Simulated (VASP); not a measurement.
SnSe, a slab with vacuum:

```
CELL_PARAMETERS angstrom
4.28533 0.00000 0.00000
0.00000 4.28533 0.00000
0.00000 0.00000 10.99069
ATOMIC_POSITIONS crystal
Sn 0.50000 0.00000 0.37223
Sn 0.00000 0.50000 0.62777
Se 0.50000 0.00000 0.61604
Se 0.00000 0.50000 0.38396
```

Base run:

```yaml
Program: VASP 6.6.1
Functional: PBEsol
Potentials_or_basis: VASP PAW PBE potentials, release 64 (Sn_d, Se)
Cutoff: 500 eV
k_mesh: 6 × 6 × 2
Occupations: gaussian, width 0.01 eV
Spin: no spin polarisation
```

Its results: band gap on the k mesh 1.46 eV; largest force 0.093 eV/Å.

Task: The run is repeated on the same cell with these changes: k mesh from 6 × 6 × 2 to 2 × 2 × 1. What comes out?

Result: Band gap on the k mesh 1.71 eV; largest force 1.094 eV/Å.

Caveats: some runs use coarse meshes; the PAW data sets were made with another functional, which shifts forces and pressure a little; spin-orbit coupling is left out, which moves the levels of the heavy elements.

A k mesh can miss the band edges.
